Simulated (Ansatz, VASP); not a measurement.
## HfC in VASP and in Ansatz

```
Hf C
1.0
     0.00000    2.27303    2.27303
     2.27303    0.00000    2.27303
     2.27303    2.27303    0.00000
Hf C
1 1
Direct
  0.50000 0.50000 0.50000
  0.00000 0.00000 0.00000
```

Alike in both runs: task single point; functional r2SCAN; k mesh 16 × 16 × 16; occupations gaussian, width 0.1 eV; no spin polarisation.

|  | VASP | Ansatz |
| --- | --- | --- |
| version | VASP 6.6.1 | Ansatz 0.2.0 |
| potentials or method | VASP PAW PBE potentials, release 64 (Hf_pv, C), cutoff 520 eV | scalar-relativistic, plane waves, PAW |
| valence electrons in the cell | 14 | 30 |

Ansatz gave:

* gap on the k mesh at the Fermi level (eV): none
* pressure (GPa): 17.1

Q: Estimate VASP's values.

A: gap on the k mesh at the Fermi level (eV): none; pressure (GPa): 16.3.

VASP's potentials were made for PBE, not for r2SCAN. A gap of «none» marks a metal or a gap that the smearing closes. VASP's potentials hold 14 valence electrons a cell and Ansatz's 30, so a difference there can come from the potentials and not from the codes.

Spin-orbit coupling is off throughout.
